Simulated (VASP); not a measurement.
# AgB2 (P6/mmm) in VASP: settings compared

AgB2 is run at these levels: PBE+D4, BLYP+D3(BJ), revPBE; tasks: relaxation of shape and atoms at fixed volume.

Everything below comes from runs of VASP 6.6.1. Logs are shortened: lines on timing, memory, paths and dates and some standing lists are left out, and cuts for length are marked.

**1. The cell of the first run**

It takes space group P6/mmm (No. 191, hexagonal). The conventional cell has a = 3.026 Å, b = 3.026 Å, c = 4.046 Å, α = 90.00°, β = 90.00°, γ = 120.00°. Within 3.5 Å of Ag (site symmetry 6/mmm) lie 12 B at 2.67 Å and 6 Ag at 3.03 Å. B (site symmetry -6m2) has 3 B at 1.75 Å within 2.3 Å.

**2. Relaxation of shape and atoms at fixed volume, PBE+D4 (10.69 Å³/atom)**

INCAR

```
SYSTEM = AgB2
PREC = Accurate ; ENCUT = 600
EDIFF = 1E-6 ; ISMEAR = 0
SIGMA = 0.05 ; LREAL = .False.
LASPH = .True. ; NELM = 60
ALGO = Normal ; ISIF = 4
LWAVE = .False. ; LCHARG = .False.
GGA = PE ; IVDW = 13
IBRION = 2 ; NSW = 60
EDIFFG = -0.01
```

KPOINTS

```
Automatic mesh
0
Gamma
  10 10 8
  0 0 0
```

POSCAR

```
AgB2
1.0
    3.0257360009      0.0000000000      0.0000000000
   -1.5128680004      2.6203642419      0.0000000000
    0.0000000000      0.0000000000      4.0464439958
Ag B
1 2
Direct
    0.0000000000      0.0000000000      0.0000000000
    0.3333333333      0.6666666667      0.5000000000
    0.6666666667      0.3333333333      0.5000000000
```

Potentials or basis: VASP PAW PBE potentials, release 64 (Ag, B).

Started as:

```bash
$ cat potpaw_PBE.64/Ag/POTCAR potpaw_PBE.64/B/POTCAR > POTCAR
$ mpirun -np 1 vasp_std > vasp.out
```

OUTCAR:

```text
SYSTEM = AgB2
   PREC = Accurate
   ENCUT = 600
   EDIFF = 1E-6
   ISMEAR = 0
   LREAL = .False.
   LASPH = .True.
   NELM = 60
   ISIF = 4
   GGA = PE
   IVDW = 13
   IBRION = 2
   NSW = 60
   EDIFFG = -0.01

 ion  position               nearest neighbor table
   1  0.000  0.000  0.000-   2 2.67   3 2.67   2 2.67   3 2.67   2 2.67   2 2.67   3 2.67   3 2.67
                             3 2.67   3 2.67   2 2.67   2 2.67
   2  0.333  0.667  0.500-   3 1.75   3 1.75   3 1.75   1 2.67   1 2.67   1 2.67   1 2.67   1 2.67
                             1 2.67
   3  0.667  0.333  0.500-   2 1.75   2 1.75   2 1.75   1 2.67   1 2.67   1 2.67   1 2.67   1 2.67
                             1 2.67

  LATTYP: Found a hexagonal cell.
 ALAT       =     3.0257360009
 C/A-ratio  =     1.3373420532

  Lattice vectors:

 A1 = (   3.0257360009,   0.0000000000,   0.0000000000)
 A2 = (  -1.5128680004,   2.6203642419,   0.0000000000)
 A3 = (   0.0000000000,   0.0000000000,   4.0464439958)

Analysis of symmetry for initial positions (statically):
=====================================================================
 Subroutine PRICEL returns:
 Original cell was already a primitive cell.

 Routine SETGRP: Setting up the symmetry group for a
 hexagonal supercell.

 Subroutine GETGRP returns: Found 24 space group operations
 (whereof 24 operations were pure point group operations)
 out of a pool of 24 trial point group operations.

The static configuration has the point symmetry D_6h.

Analysis of symmetry for dynamics (positions and initial velocities):
=====================================================================
 Subroutine PRICEL returns:
 Original cell was already a primitive cell.

 Routine SETGRP: Setting up the symmetry group for a
 hexagonal supercell.

 Subroutine GETGRP returns: Found 24 space group operations
 (whereof 24 operations were pure point group operations)
 out of a pool of 24 trial point group operations.

The dynamic configuration has the point symmetry D_6h.

 Subroutine INISYM returns: Found 24 space group operations
 (whereof 24 operations are pure point group operations),
 and found     1 'primitive' translations

----------------------------------------------------------------------------------------

                                     Primitive cell

  volume of cell :      32.0824

  direct lattice vectors                    reciprocal lattice vectors
     3.025736001  0.000000000  0.000000000     0.330498100  0.190813167  0.000000000
    -1.512868000  2.620364242  0.000000000     0.000000000  0.381626334  0.000000000
     0.000000000  0.000000000  4.046443996     0.000000000  0.000000000  0.247130567

[... 82 lines left out ...]
   LASPH  =      T    aspherical Exc in radial PAW
   ENCUT  =  600.0 eV  44.10 Ry    6.64 a.u.   6.04  6.04  8.08*2*pi/ulx,y,z
   NELM   =     60;   NELMIN=  2; NELMDL= -5     # of ELM steps
   EDIFF  = 0.1E-05   stopping-criterion for ELM
   LREAL  =      F    real-space projection
   EDIFFG = -.1E-01   stopping-criterion for IOM
   NSW    =     60    number of steps for IOM
   IBRION =      2    ionic relax: 0-MD 1-quasi-New 2-CG
   NFREE  =      1    steps in history (QN), initial steepest desc. (CG)
   ISIF   =      4    stress and relaxation
   ISYM   =      2    0-nonsym 1-usesym 2-fastsym
   POTIM  = 0.5000    time-step for ionic-motion
   TEBEG  =    0.0;   TEEND  =   0.0 temperature during run
   PSTRESS=    0.0 pullay stress
   NELECT =      17.0000    total number of electrons
   NUPDOWN=      -1.0000    fix difference up-down
   EMIN   =  10.00;   EMAX   =-10.00  energy-range for DOS
   EFERMI =   0.00;   METHOD = LEGACY
   ISMEAR =     0;   SIGMA  =   0.05  broadening in eV -4-tet -1-fermi 0-gaus
   EFERMI_NEDOS =   21; number of points for ismear=-14 and -15
   IALGO  =     38    algorithm
   IMIX   =      4    mixing-type and parameters
     AMIX     =   0.40;   BMIX     =  1.00
     AMIX_MAG =   1.60;   BMIX_MAG =  1.00
  volume/ion in A,a.u.               =      10.69        72.17
  Fermi-wavevector in a.u.,A,eV,Ry     =   1.324755  2.503425 23.877913  1.754977
  Thomas-Fermi vector in A             =   2.454267
   LORBIT       =      0    0 simple, 1 ext, 2 COOP (PROOUT), +10 PAW based schemes
   GGA     = PE    functional components
   LHFCALC =     F    Hartree Fock is set to
   AEXX    =    0.0000 exact exchange contribution
   IVDW    =    13    specifies the selected vdW correction
   LEPSILON=     F    determine dielectric tensor
   LRPA    =     F    only Hartree local field effects (RPA)
 conjugate gradient relaxation of ions
 non-spin polarized calculation
 Gauss-broadening in eV      SIGMA  =   0.05
  energy-cutoff  :      600.00
  volume of cell :       32.08
 maximum number of plane-waves:      1086
   NGX = 13   NGY = 13   NGZ = 17

--------------------------------------- Ionic step        1  -------------------------------------------

 number of electron      16.9999997 magnetization

 Free energy of the ion-electron system (eV)
  ---------------------------------------------------
  ext. energy  EPLUGINS =         0.00000000
  ---------------------------------------------------
  free energy    TOTEN  =       -14.57121967 eV

  energy without entropy =      -14.57000302  energy(sigma->0) =      -14.57061134

------------------------ aborting loop because EDIFF is reached ----------------------------------------

  DFT-D4 for vdW energy calculation

  Edisp (eV):   -1.11008
[... 73 lines left out ...]
--------------------------------------- Ionic step        3  -------------------------------------------

 number of electron      16.9999997 magnetization

 Free energy of the ion-electron system (eV)
  ---------------------------------------------------
  ext. energy  EPLUGINS =         0.00000000
  ---------------------------------------------------
  free energy    TOTEN  =       -14.57266833 eV

  energy without entropy =      -14.57175014  energy(sigma->0) =      -14.57220923

 E-fermi :   7.0274     XC(G=0): -12.0026

 val. band max:        7.0210664834   @ k =   0.2000   0.0000   0.0000
 cond. band min:       7.0533546901   @ k =   0.1000   0.1000   0.0000
 fundamental gap:      0.0322882067
 Fermi energy:         7.0273774526

 k-point     1 :       0.0000    0.0000    0.0000
  band No.  band energies     occupation
      1      -5.0220      2.00000
      2       1.4062      2.00000
      3       2.2997      2.00000
      4       2.2997      2.00000
      5       3.2363      2.00000
      6       3.2363      2.00000
      7       3.2734      2.00000
      8       8.3051      0.00000
      9       8.3051      0.00000
     10       8.3337      0.00000
     11      14.5816      0.00000
     12      14.5816      0.00000
[... 331 lines left out ...]
 k-point    24 :       0.4000    0.1000    0.1250
  band No.  band energies     occupation
      1      -1.4667      2.00000
      2      -0.1134      2.00000
      3       1.5547      2.00000
      4       1.6731      2.00000
      5       2.6595      2.00000
      6       3.6490      2.00000
      7       4.1802      2.00000
      8       5.2069      2.00000
      9       8.2459      0.00000
     10      10.1334      0.00000
     11      12.1611      0.00000
     12      14.0915      0.00000

 [... further k-points ...]

------------------------ aborting loop because EDIFF is reached ----------------------------------------

  DFT-D4 for vdW energy calculation

  Edisp (eV):   -1.10920
[... 26 lines left out ...]
  FREE ENERGIE OF THE ION-ELECTRON SYSTEM (eV)
  ---------------------------------------------------
  free  energy   TOTEN  =       -15.6818670174 eV

  energy  without entropy=      -15.6809488310  energy(sigma->0) =      -15.68140792

 reached required accuracy - stopping structural energy minimisation
```

It took 55 s on 1 thread of AMD EPYC 7R13, shared host; peak memory 0.15 GiB.

What came out:

```yaml
Free_energy: -15.6819 eV
Energy_gained_by_relaxing: 0.2 meV/atom
Ionic_steps: 3
Pressure_after_relaxing: -5.7 GPa
Band_gap_on_the_k_mesh: zero (an odd number of electrons rules out a gap without spin polarisation)
Dispersion_energy_per_atom: -0.370 eV
```

The path:
| step | energy change (eV) | largest force (eV/Å) | pressure (GPa) | volume (Å³) |
| --- | --- | --- | --- | --- |
| 1 | 0.0000 | 0.0000 | -5.96 | 32.08 |
| 2 | -0.0005 | 0.0000 | -5.80 | 32.08 |
| 3 | -0.0006 | 0.0000 | -5.67 | 32.08 |

Final structure:
```
Ag B
1.0
     3.01901    0.00000    0.00000
    -1.50950    2.61454    0.00000
     0.00000    0.00000    4.06450
Ag B
1 2
Direct
  0.00000 0.00000 0.00000
  0.33333 0.66667 0.50000
  0.66667 0.33333 0.50000
```

Levels at points of the mesh, in eV from the Fermi level:
```tsv
k point	band 6	band 7	band 8	band 9	band 10	band 11
(0.00, 0.00, 0.00)	-3.79	-3.75	1.28	1.28	1.31	7.55
(0.50, 0.00, 0.00)	-3.24	-2.62	-1.66	2.52	2.92	3.96
(0.00, 0.00, 0.50)	-3.92	-3.92	0.98	0.98	7.47	8.71
(0.50, 0.00, 0.50)	-3.24	-2.63	-2.52	-0.34	1.40	6.44
```

(Part 1 of 2 ends here.)
